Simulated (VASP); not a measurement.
Input of a VASP 6.6.1 run:

INCAR

```
  ALGO = Normal
  DIPOL = 0.5 0.5 0.500
  EDIFF = 1E-7
  EDIFFG = -0.03
  ENCUT = 520
  GGA = PE
  IBRION = 2
  IDIPOL = 3
  ISIF = 2
  ISMEAR = 0
  LASPH = T
  LCHARG = F
  LDIPOL = T
  LREAL = F
  LWAVE = F
  NELM = 80
  NSW = 70
  PREC = Accurate
  SIGMA = 0.1
```

File KPOINTS:

```
k-points
0
Gamma
  11 11 1
```

Contents of POSCAR:

```
Ta
1.0
    2.8741561382      0.0000000000      0.0000000000
   -0.9580520461      2.7097803940      0.0000000000
    0.0000000000      0.0000000000     18.6934773197
Ta
3
Selective dynamics
Direct
    0.5000000000      0.5000000000      0.3744621656  F F F
    0.0000000000      0.0000000000      0.5000000000  T T T
    0.5000000000      0.5000000000      0.6255378344  T T T
```

Potentials or basis: VASP PAW PBE potentials, release 64 (Ta_pv).

The run is started by

```bash
$ cat potpaw_PBE.64/Ta_pv/POTCAR > POTCAR
$ mpirun -np 1 vasp_std > vasp.out
```

(1) What does it give for the energy gained by relaxing?

(2) Predict the band gap on the k mesh.

Results:

(1) 14.1 meV/atom.

(2) zero (an odd number of electrons rules out a gap without spin polarisation).

Caveat: spin-orbit coupling is left out, which moves the levels of the heavy elements.
